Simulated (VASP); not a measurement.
TlGaPtC6N6:

```
CELL_PARAMETERS angstrom
0.00000 5.07200 5.07200
5.07200 0.00000 5.07200
5.07200 5.07200 0.00000
ATOMIC_POSITIONS crystal
Tl 0.75000 0.75000 0.75000
Ga 0.50000 0.50000 0.50000
Pt 0.00000 0.00000 0.00000
C 0.81102 0.18898 0.18898
C 0.18898 0.18898 0.81102
C 0.81102 0.18898 0.81102
C 0.18898 0.81102 0.81102
C 0.81102 0.81102 0.18898
C 0.18898 0.81102 0.18898
N 0.69568 0.30432 0.30432
N 0.30432 0.30432 0.69568
N 0.69568 0.30432 0.69568
N 0.30432 0.69568 0.69568
N 0.69568 0.69568 0.30432
N 0.30432 0.69568 0.30432
```

- Program: VASP 6.6.1
- Task: relaxation of cell and atoms
- Functional: PBE
- Potentials or basis: VASP PAW PBE potentials, release 64 (Tl_d, Ga_d, Pt, C, N)
- Cutoff: 600 eV
- k mesh: 4 × 4 × 4
- Occupations: gaussian, width 0.1 eV
- Spin: no spin polarisation

At the start: pressure 9.3 GPa; volume 17.40 Å³/atom.

**Question.** How do energy, volume and symmetry change on relaxing?

**Answer.** Over 17 steps the energy falls by 135.0 meV/atom and the volume is 20.87 Å³/atom (+20.0 %); space group F-43m (No. 216, to 0.1 Å) before and after.

Step by step:
```tsv
step	energy change (eV)	largest force (eV/Å)	pressure (GPa)	volume (Å³)
1	0.0000	1.9740	9.28	260.96
2	-1.4024	4.9377	6.21	300.89
3	-1.4366	4.1562	6.47	295.50
4	-1.9528	0.8528	0.98	309.74
5	-1.9768	0.4269	-0.31	313.71
6	-1.9766	0.4914	-0.43	314.08
7	-1.9822	0.3825	-0.50	314.94
8	-1.9892	0.2561	-0.62	317.31
9	-1.9944	0.1924	-0.64	317.01
10	-2.0070	0.2423	-0.67	316.10
11	-2.0172	0.4642	-0.69	314.30
12	-2.0201	0.3586	-0.56	314.01
13	-2.0241	0.0711	-0.15	313.13
14	-2.0241	0.0459	-0.11	313.05
15	-2.0241	0.0536	-0.12	313.08
16	-2.0242	0.0456	-0.12	313.08
17	-2.0243	0.0215	-0.10	313.11
```

Final structure:
```
Tl Ga Pt C N
1.0
     0.00000    5.38957    5.38957
     5.38957    0.00000    5.38957
     5.38957    5.38957    0.00000
Tl Ga Pt C N
1 1 1 6 6
Direct
  0.75000 0.75000 0.75000
  0.50000 0.50000 0.50000
  0.00000 0.00000 0.00000
  0.79858 0.20142 0.20142
  0.20142 0.20142 0.79858
  0.79858 0.20142 0.79858
  0.20142 0.79858 0.79858
  0.79858 0.79858 0.20142
  0.20142 0.79858 0.20142
  0.68976 0.31024 0.31024
  0.31024 0.31024 0.68976
  0.68976 0.31024 0.68976
  0.31024 0.68976 0.68976
  0.68976 0.68976 0.31024
  0.31024 0.68976 0.31024
```

Caveat: the volume moved by over 15 % at a fixed basis, so the end points are rough; spin-orbit coupling is left out, which moves the levels of the heavy elements.
